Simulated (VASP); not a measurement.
# GaSb (CsCl type) (Pm-3m) in VASP: notebook

Runs on GaSb (CsCl type). Level: PBE. Tasks: single point.

All numbers are computed with VASP 6.6.1; they aren't measurements. Logs are shortened: lines on timing, memory, paths and dates and some standing lists are left out, and cuts for length are marked.

## (1) The cell of the first run

It takes space group Pm-3m (No. 221, cubic). Conventional cell: a = 2.960 Å, b = 2.960 Å, c = 2.960 Å, α = 90.00°, β = 90.00°, γ = 90.00°. Within 3.4 Å of Ga (site symmetry m-3m) lie 8 Sb at 2.56 Å and 6 Ga at 2.96 Å. Sb (site symmetry m-3m) has 8 Ga at 2.56 Å and 6 Sb at 2.96 Å within 3.4 Å.

## (2) Single point, PBE (volume scaled by 0.55)

Contents of INCAR:

```
ALGO = Normal
EDIFF = 1E-6
ENCUT = 520
GGA = PE
ISIF = 2
ISMEAR = -1
LASPH = T
LCHARG = F
LREAL = F
LWAVE = F
NBANDS = 16
NELM = 60
PREC = Accurate
SIGMA = 0.1
```

Contents of KPOINTS:

```
k-points
0
Gamma
  13 13 13
```

Contents of POSCAR:

```
GaSb
1.0
    2.9595525907      0.0000000000      0.0000000000
    0.0000000000      2.9595525907      0.0000000000
    0.0000000000      0.0000000000      2.9595525907
Ga Sb
1 1
Direct
    0.0000000000      0.0000000000      0.0000000000
    0.5000000000      0.5000000000      0.5000000000
```

Potentials or basis: VASP PAW PBE potentials, release 64 (Ga_d, Sb).

Run with:

```console
$ cat potpaw_PBE.64/Ga_d/POTCAR potpaw_PBE.64/Sb/POTCAR > POTCAR
$ mpirun -np 1 vasp_std > vasp.out
```

OUTCAR:

```text
EDIFF = 1E-6
   ENCUT = 520
   GGA = PE
   ISIF = 2
   ISMEAR = -1
   LASPH = T
   LREAL = F
   NELM = 60
   PREC = Accurate

 ion  position               nearest neighbor table
   1  0.000  0.000  0.000-   2 2.56   2 2.56   2 2.56   2 2.56   2 2.56   2 2.56   2 2.56   2 2.56

   2  0.500  0.500  0.500-   1 2.56   1 2.56   1 2.56   1 2.56   1 2.56   1 2.56   1 2.56   1 2.56

  LATTYP: Found a simple cubic cell.
 ALAT       =     2.9595525907

  Lattice vectors:

 A1 = (   2.9595525907,   0.0000000000,   0.0000000000)
 A2 = (   0.0000000000,   2.9595525907,   0.0000000000)
 A3 = (   0.0000000000,   0.0000000000,   2.9595525907)

Analysis of symmetry for initial positions (statically):
=====================================================================
 Subroutine PRICEL returns:
 Original cell was already a primitive cell.

 Routine SETGRP: Setting up the symmetry group for a
 simple cubic supercell.

 Subroutine GETGRP returns: Found 48 space group operations
[... 9 lines left out ...]

 Routine SETGRP: Setting up the symmetry group for a
 simple cubic supercell.

 Subroutine GETGRP returns: Found 48 space group operations
[... 11 lines left out ...]
                                     Primitive cell

  volume of cell :      25.9226

  direct lattice vectors                    reciprocal lattice vectors
     2.959552591  0.000000000  0.000000000     0.337888910  0.000000000  0.000000000
     0.000000000  2.959552591  0.000000000     0.000000000  0.337888910  0.000000000
     0.000000000  0.000000000  2.959552591     0.000000000  0.000000000  0.337888910

  length of vectors
     2.959552591  2.959552591  2.959552591     0.337888910  0.337888910  0.337888910

  position of ions in fractional coordinates (direct lattice)
     0.000000000  0.000000000  0.000000000
     0.500000000  0.500000000  0.500000000

  ion indices of the primitive-cell ions
   primitive index   ion index
                 1           1
                 2           2

----------------------------------------------------------------------------------------

 KPOINTS: k-points

Automatic generation of k-mesh.
[... 50 lines left out ...]
   total plane-waves  NPLWV =  13824
   dimension x,y,z NGX =    24 NGY =   24 NGZ =   24
   dimension x,y,z NGXF=    48 NGYF=   48 NGZF=   48
   ions per type =               1   1
   NGX,Y,Z   is equivalent  to a cutoff of  13.48, 13.48, 13.48 a.u.
   NGXF,Y,Z  is equivalent  to a cutoff of  26.96, 26.96, 26.96 a.u.
 SYSTEM =  unknown system
   PREC   = accura    normal or accurate (medium, high low for compatibility)
   ISTART =      0    job   : 0-new  1-cont  2-samecut
   ICHARG =      2    charge: 1-file 2-atom 10-const
   ISPIN  =      1    spin polarized calculation?
   LNONCOLLINEAR =      F non collinear calculations
   LSORBIT =      F    spin-orbit coupling
   LASPH  =      T    aspherical Exc in radial PAW
   ENCUT  =  520.0 eV  38.22 Ry    6.18 a.u.   5.50  5.50  5.50*2*pi/ulx,y,z
   NELM   =     60;   NELMIN=  2; NELMDL= -5     # of ELM steps
   EDIFF  = 0.1E-05   stopping-criterion for ELM
   LREAL  =      F    real-space projection
[... 7 lines left out ...]
   TEBEG  =    0.0;   TEEND  =   0.0 temperature during run
   PSTRESS=    0.0 pullay stress
   NELECT =      18.0000    total number of electrons
   NUPDOWN=      -1.0000    fix difference up-down
   EMIN   =  10.00;   EMAX   =-10.00  energy-range for DOS
   EFERMI =   0.00;   METHOD = LEGACY
   ISMEAR =    -1;   SIGMA  =   0.10  broadening in eV -4-tet -1-fermi 0-gaus
   EFERMI_NEDOS =   21; number of points for ismear=-14 and -15
   IALGO  =     38    algorithm
   IMIX   =      4    mixing-type and parameters
     AMIX     =   0.40;   BMIX     =  1.00
     AMIX_MAG =   1.60;   BMIX_MAG =  1.00
  volume/ion in A,a.u.               =      12.96        87.47
  Fermi-wavevector in a.u.,A,eV,Ry     =   1.449683  2.739503 28.593728  2.101580
  Thomas-Fermi vector in A             =   2.567381
   LORBIT       =      0    0 simple, 1 ext, 2 COOP (PROOUT), +10 PAW based schemes
   GGA     = PE    functional components
   LHFCALC =     F    Hartree Fock is set to
   AEXX    =    0.0000 exact exchange contribution
   IVDW    =     0    specifies the selected vdW correction
   LEPSILON=     F    determine dielectric tensor
   LRPA    =     F    only Hartree local field effects (RPA)
 non-spin polarized calculation
  energy-cutoff  :      520.00
  volume of cell :       25.92
 maximum number of plane-waves:       739
 NGX is ok and might be reduce to    24
   NGX = 11   NGY = 11   NGZ = 11

 number of electron      17.9999982 magnetization

 Free energy of the ion-electron system (eV)
  ---------------------------------------------------
  ext. energy  EPLUGINS =         0.00000000
  ---------------------------------------------------
  free energy    TOTEN  =        -2.05276046 eV

  energy without entropy =       -2.03650368  energy(sigma->0) =       -2.04463207

 E-fermi :  15.9634     XC(G=0): -13.4412

 val. band max:       15.8345763404   @ k =   0.2308   0.0769   0.0000
 cond. band min:      16.0164447613   @ k =   0.4615   0.2308   0.2308
 fundamental gap:      0.1818684209
 Fermi energy:        15.9633829667

 k-point     1 :       0.0000    0.0000    0.0000
  band No.  band energies     occupation
      1      -2.2202      2.00000
      2      -0.2287      2.00000
      3      -0.2287      2.00000
      4       0.0752      2.00000
      5       0.0752      2.00000
      6       0.0752      2.00000
[... 433 lines left out ...]
      3      -0.0314      2.00000
      4       0.0088      2.00000
      5       0.0912      2.00000
      6       2.5112      2.00000
[... 8 lines left out ...]
     15      28.9411      0.00000
     16      30.2019      0.00000

 [... further k-points ...]

------------------------ aborting loop because EDIFF is reached ----------------------------------------

  FORCE on cell =-STRESS in cart. coord.  units (eV):
  Direction    XX          YY          ZZ          XY          YZ          ZX
  --------------------------------------------------------------------------------------
  -------------------------------------------------------------------------------------
  Total       20.8237647     20.8237647     20.8237647      0.0000000     -0.0000000      0.0000000
  in kB     1287.0388143   1287.0388143   1287.0388143      0.0000000     -0.0000000      0.0000000
  external PRESSURE =    1287.0388143 kB  Pullay stress =       0.0000000 kB

 VOLUME and BASIS-vectors are now :
 -----------------------------------------------------------------------------
  energy-cutoff  :      520.00
  volume of cell :       25.92
      direct lattice vectors                 reciprocal lattice vectors
     2.959552591  0.000000000  0.000000000     0.337888910  0.000000000  0.000000000
     0.000000000  2.959552591  0.000000000     0.000000000  0.337888910  0.000000000
     0.000000000  0.000000000  2.959552591     0.000000000  0.000000000  0.337888910

 POSITION                                       TOTAL-FORCE (eV/Angst)
 -----------------------------------------------------------------------------------
      0.00000      0.00000      0.00000         0.000000      0.000000      0.000000
      1.47978      1.47978      1.47978         0.000000      0.000000      0.000000
 -----------------------------------------------------------------------------------
    total drift:                               -0.000000      0.000000      0.000000

  FREE ENERGIE OF THE ION-ELECTRON SYSTEM (eV)
  ---------------------------------------------------
  free  energy   TOTEN  =        -2.0527604593 eV

  energy  without entropy=       -2.0365036776  energy(sigma->0) =       -2.04463207
```

OSZICAR:

```text
N       E                     dE             d eps       ncg     rms          rms(c)
DAV:   1     0.829648789828E+02    0.82965E+02   -0.85752E+03  2888   0.182E+03
DAV:   2     0.265548136070E+01   -0.80309E+02   -0.76760E+02  2976   0.311E+02
DAV:   3    -0.209596554964E+01   -0.47514E+01   -0.47229E+01  3304   0.592E+01
DAV:   4    -0.215175804047E+01   -0.55792E-01   -0.55783E-01  3440   0.679E+00
DAV:   5    -0.215276534532E+01   -0.10073E-02   -0.10073E-02  3584   0.847E-01    0.594E+00
DAV:   6    -0.209038823928E+01    0.62377E-01   -0.43091E-02  3504   0.691E+00    0.354E+00
DAV:   7    -0.205376041560E+01    0.36628E-01   -0.13959E-02  4088   0.275E+00    0.417E-01
DAV:   8    -0.205275790908E+01    0.10025E-02   -0.28004E-03  3792   0.118E+00    0.259E-02
DAV:   9    -0.205277160680E+01   -0.13698E-04   -0.18185E-04  3496   0.146E-01    0.422E-02
DAV:  10    -0.205275920347E+01    0.12403E-04   -0.52997E-06  3600   0.219E-02    0.305E-03
DAV:  11    -0.205276082688E+01   -0.16234E-05   -0.51001E-07  2728   0.133E-02    0.578E-03
DAV:  12    -0.205276045931E+01    0.36757E-06   -0.82531E-08  2088   0.252E-03
   1 F= -.20527605E+01 E0= -.20446321E+01  d E =-.162568E-01
```

stdout:

```text
POSCAR found type information on POSCAR GaSb
 POSCAR found :  2 types and       2 ions
 scaLAPACK will be used
 LDA part: xc-table for (Slater+PW92), standard interpolation
 POSCAR, INCAR and KPOINTS ok, starting setup
 FFT: planning ... GRIDC
 FFT: planning ... GRID_SOFT
 FFT: planning ... GRID
 WAVECAR not read
 entering main loop
```

Wall time 15 s (1 thread of Intel Xeon Platinum 8375C at 2.90GHz (Ice Lake), shared host); peak memory 0.17 GiB.

Results:

```
Free energy            : -2.0528 eV
Pressure               : 128.7 GPa
Band gap on the k mesh : zero (band 9 reaches 19.07 eV, above the bottom of band 10 at 12.85 eV)
```

Levels at points of the mesh, in eV from the Fermi level:
| k point | band 5 | band 6 | band 7 | band 8 | band 9 | band 10 | band 11 | band 12 | band 13 | band 14 |
| --- | --- | --- | --- | --- | --- | --- | --- | --- | --- | --- |
| (0.00, 0.00, 0.00) | -15.89 | -15.89 | -1.49 | -1.49 | -1.49 | 2.70 | 3.65 | 3.65 | 15.19 | 15.19 |

Caveat: spin-orbit coupling is left out, which moves the levels of the heavy elements.

## (3) Single point, PBE (volume scaled by 0.55)

Contents of INCAR:

```
SYSTEM = GaSb
PREC = Accurate
ENCUT = 520
EDIFF = 1E-6
ISMEAR = -1
SIGMA = 0.1
LREAL = .False.
LASPH = .True.
NELM = 60
ALGO = Normal
ISIF = 2
LWAVE = .False.
LCHARG = .False.
GGA = PE
NBANDS = 16
```

Contents of KPOINTS:

```
regular mesh
0
Gamma
  13 13 13
  0 0 0
```

POSCAR is that of step 2.

Potentials or basis: VASP PAW PBE potentials, release 64 (Ga_d, Sb).

Run with:

```console
$ cat potpaw_PBE.64/Ga_d/POTCAR potpaw_PBE.64/Sb/POTCAR > POTCAR
$ mpirun -np 1 vasp_std > vasp.out
```

It took 15 s on 1 thread of Intel Xeon Platinum 8375C at 2.90GHz (Ice Lake), shared host; peak memory 0.16 GiB.

The run converged. Its results:

- Free energy: -2.0528 eV
- Pressure: 128.7 GPa
- Band gap on the k mesh: zero (band 9 reaches 19.07 eV, above the bottom of band 10 at 12.85 eV)

Levels at points of the mesh, in eV from the Fermi level:
| k point | band 6 | band 7 | band 8 | band 9 | band 10 | band 11 | band 12 | band 13 |
| --- | --- | --- | --- | --- | --- | --- | --- | --- |
| (0.00, 0.00, 0.00) | -15.89 | -1.49 | -1.49 | -1.49 | 2.70 | 3.65 | 3.65 | 15.19 |

Caveat: spin-orbit coupling is left out, which moves the levels of the heavy elements.

## (4) Single point, PBE (volume scaled by 0.64)

Contents of INCAR:

```
SYSTEM = GaSb
PREC = Accurate
ENCUT = 520
EDIFF = 1E-6
ISMEAR = -1
SIGMA = 0.1
LREAL = .FALSE.
LASPH = .TRUE.
NELM = 80
ALGO = Normal
ISIF = 2
LWAVE = .FALSE.
LCHARG = .TRUE.
GGA = PE
LELF = .TRUE.
LVHAR = .TRUE.
NBANDS = 16
```

Contents of KPOINTS:

```
regular mesh
0
G
  13 13 13
  0 0 0
```

Contents of POSCAR:

```
GaSb
1.0
    3.1128999074      0.0000000000      0.0000000000
    0.0000000000      3.1128999074      0.0000000000
    0.0000000000      0.0000000000      3.1128999074
Ga Sb
1 1
Direct
    0.0000000000      0.0000000000      0.0000000000
    0.5000000000      0.5000000000      0.5000000000
```

Run with:

```console
$ cat potpaw_PBE.64/Ga_d/POTCAR potpaw_PBE.64/Sb/POTCAR > POTCAR
$ mpirun -np 1 vasp_std > vasp.out
```

Run time: 14 s. Hardware: 1 thread of Intel Xeon Platinum 8375C at 2.90GHz (Ice Lake), shared host; peak memory 0.17 GiB.

The run converged. Its results:

| Item | Value |
| --- | --- |
| Free energy | -4.5422 eV |
| Pressure | 66.3 GPa |
| Band gap on the k mesh | zero (band 9 reaches 15.85 eV, above the bottom of band 10 at 10.13 eV) |

Levels at points of the mesh, in eV from the Fermi level:
| k point | band 6 | band 7 | band 8 | band 9 | band 10 | band 11 | band 12 | band 13 |
| --- | --- | --- | --- | --- | --- | --- | --- | --- |
| (0.00, 0.00, 0.00) | -15.45 | -1.19 | -1.19 | -1.19 | 1.10 | 3.70 | 3.70 | 13.66 |

Caveat: spin-orbit coupling is left out, which moves the levels of the heavy elements.
